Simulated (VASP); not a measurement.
# Ni: single point with revPBE

The system is Ni.

```xyz
2
Lattice="0.0000 2.6381 2.6381 2.6381 0.0000 2.6381 2.6381 2.6381 0.0000" Properties=species:S:1:pos:R:3 pbc="T T T"
Ni    0.6595    0.6595    0.6595
Ni    4.6167    4.6167    4.6167
```

This cell differs from its parent crystal: volume scaled by 1.08.

| Property | Result |
| --- | --- |
| Program | VASP 6.6.1 |
| Task | single point |
| Functional | revPBE |
| Potentials or basis | VASP PAW PBE potentials, release 64 (Ni) |
| Cutoff | 520 eV |
| k mesh | 17 × 17 × 17 |
| Occupations | fermi-dirac, width 0.1 eV |
| Spin | no spin polarisation |

| Property | Result |
| --- | --- |
| Pressure | -5.1 GPa |
| Band gap on the k mesh | zero (band 10 reaches 3.74 eV, above the bottom of band 11 at 3.49 eV) |

Levels at points of the mesh, in eV from the Fermi level:
```
           k point  band 7  band 8  band 9  band 10  band 11  band 12  band 13  band 14
(0.00, 0.00, 0.00)   -0.92   -0.92   -0.92    -0.09    -0.09    11.01    11.01    11.01
```

Run time: 59 s on 1 thread of Intel Xeon 6975P-C, with other jobs on the host, peak memory 0.22 GiB.

Caveat: the PAW data sets were made with another functional, which shifts forces and pressure a little; the run has no spin polarisation, though such a crystal can be magnetic. Spin polarisation is off, so any magnetic state and its effect on volume and gap are missing.
